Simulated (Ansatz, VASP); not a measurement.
Rb2CoO2 in VASP and in Ansatz

INCAR

```
PREC = Accurate
ENCUT = 600
EDIFF = 1E-6
ISMEAR = -1
SIGMA = 0.1
LREAL = False
LASPH = True
NELM = 120
ALGO = Normal
ISIF = 2
LWAVE = False
LCHARG = False
GGA = PE
NBANDS = 28
GGA_COMPAT = False
```

File KPOINTS:

```
regular mesh
0
Gamma
  8 8 8
```

File POSCAR:

```
Rb2CoO2
1.0
    0.0000000000      4.2292600000      0.0000000000
    4.2292600000      0.0000000000      0.0000000000
    2.1146300000      2.1146300000     -6.6728100000
Rb O Co
2 2 1
Direct
    0.3451000000      0.3451000000      0.3098000000
    0.6549000000      0.6549000000      0.6902000000
    0.1273000000      0.1273000000      0.7454000000
    0.8727000000      0.8727000000      0.2546000000
    0.0000000000      0.0000000000      0.0000000000
```

Input for Ansatz:

```yaml
crystal:
  lattice:
    - [0.0, 4.22926, 0.0]
    - [4.22926, 0.0, 0.0]
    - [2.11463, 2.11463, -6.67281]
  atoms:
    - { symbol: Rb, position: [0.3451, 0.3451, 0.3098] }
    - { symbol: Rb, position: [0.6549, 0.6549, 0.6902] }
    - { symbol: O, position: [0.1273, 0.1273, 0.7454] }
    - { symbol: O, position: [0.8727, 0.8727, 0.2546] }
    - { symbol: Co, position: [0.0, 0.0, 0.0] }
  symmetry: { tolerance: 0.0003 }
kpoints:
  mp_grid: { grid: [8, 8, 8], shift: [0, 0, 0] }
  band_path:
    path:
      - [0.0, 0.0, 0.0]
      - [0.5, 0.5, 0.5]
      - [0.5, 0.5, 0.25]
      - [0.0, 0.5, 0.0]
      - [0.0, 0.0, 0.0]
      - [0.0, 0.0, -0.5]
      - [0.0, 0.44978641, -0.27510679]
      - [0.0, 0.55021359, 0.27510679]
      - [0.0, 0.0, 0.0]
      - [0.5, 0.5, 0.5]
      - [0.44978641, 0.55021359, 0.5]
    npoints: 6
magnetization:
  spin_polarized: false
scf:
  occupations: { method: fermi_dirac }
  lower_state_search: "off"
  max_iter: 200
hamiltonian:
  pseudopotentials: { kind: paw }
  xc: pbe
basis:
  ecutwfc: 420
  fft_grid_basis: typed
output:
  forces: true
  stress: true
  eigenvalues: true
  bader: true
  populations: true
  elf: true
  write_potential: true
  volumetric_format: npy
  dos:
    e_range: [-12, 8]
    de: 0.05
    projected: { site_lists: { Co: [Co], O: [O], Rb: [Rb] } }
checkpoint:
  read: saved_state
```

Alike in both runs: task single point; functional PBE; k mesh 8 × 8 × 8; no spin polarisation.

|  | VASP | Ansatz |
| --- | --- | --- |
| version | VASP 6.6.1 | Ansatz 0.2.0 |
| potentials or method | VASP PAW PBE potentials, release 64 (Rb_sv, O, Co), cutoff 600 eV | PAW plane waves |
| occupations | fermi-dirac, width 0.1 eV | fermi-dirac |
| valence electrons in the cell | 39 | 47 |

|  | VASP | Ansatz | Ansatz less VASP |
| --- | --- | --- | --- |
| pressure (GPa) | -1.1 | -1.1 | +0.06 |
| traceless stress, the component that is largest in VASP (GPa) | -2.25 | -2.28 | -0.023 |
| rms of the force components (eV/Å) | 0.240 | 0.240 | +0.0004 |

Atom by atom the forces differ by 0.000 eV/Å (rms over components). VASP's potentials hold 39 valence electrons a cell and Ansatz's 47, so a difference there can come from the potentials and not from the codes.
